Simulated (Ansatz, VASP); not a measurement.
## TaS2: VASP beside Ansatz

File INCAR:

```
PREC = Accurate
ENCUT = 400
EDIFF = 1E-8
ISMEAR = -1
SIGMA = 0.03
LREAL = F
LASPH = T
NELM = 120
ALGO = Normal
ISIF = 2
LWAVE = F
LCHARG = F
GGA = PE
LEFG = T
NBANDS = 18
GGA_COMPAT = F
```

Contents of KPOINTS:

```
regular mesh
0
Gamma
  9 9 5
```

POSCAR

```
TaS2
1.0
    3.3500021206      0.0000000000      0.0000000000
   -1.6750010603      2.9011869392      0.0000000000
    0.0000000000      0.0000000000      5.9186000000
Ta S
1 2
Direct
    0.0000000000      0.0000000000      0.0000000000
    0.3333333333      0.6666666667      0.2500000000
    0.6666666667      0.3333333333      0.7500000000
```

Input for Ansatz:

```yaml
crystal:
  lattice:
    - [3.3500021206, 0.0, 0.0]
    - [-1.6750010603, 2.9011869392, 0.0]
    - [0.0, 0.0, 5.9186]
  atoms:
    - { symbol: Ta, position: [0.0, 0.0, 0.0] }
    - { symbol: S, position: [0.3333333333, 0.6666666667, 0.25] }
    - { symbol: S, position: [0.6666666667, 0.3333333333, 0.75] }
kpoints:
  mp_grid: { grid: [9, 9, 5] }
scf:
  occupations: { method: fermi_dirac, width: 0.03 }
hamiltonian:
  xc: pbe
  pseudopotentials: { kind: all_electron, datasets: crystal }
output:
  forces: true
  stress: true
  eigenvalues: true
  efg: { contact_densities: true }
```

Change from the starting cell: zz strain of +1 %, crystal datasets.

Alike in both runs: task electric field gradients; functional PBE; k mesh 9 × 9 × 5; occupations fermi-dirac, width 0.03 eV; no spin polarisation.

```csv
,VASP,Ansatz
version,VASP 6.6.1,Ansatz 0.2.0
potentials or method,"VASP PAW PBE potentials, release 64 (Ta_pv, S), cutoff 400 eV","all-electron PAW with datasets made for the crystal, scalar-relativistic"
```

|  | VASP | Ansatz | Ansatz less VASP |
| --- | --- | --- | --- |
| pressure (GPa) | 7.6 | 7.6 | 0.00 |
| traceless stress, the component that is largest in VASP (GPa) | 2.71 | 2.65 | -0.060 |
| rms of the force components (eV/Å) | 0.479 | 0.473 | -0.0061 |
| size of Vzz on the site where it differs most (V/Å²) | 135.8 | 167.5 | +31.72 |

Atom by atom the forces differ by 0.006 eV/Å (rms over components). Ansatz ran all-electron here, and VASP with PAW potentials.

Spin-orbit coupling is off throughout.
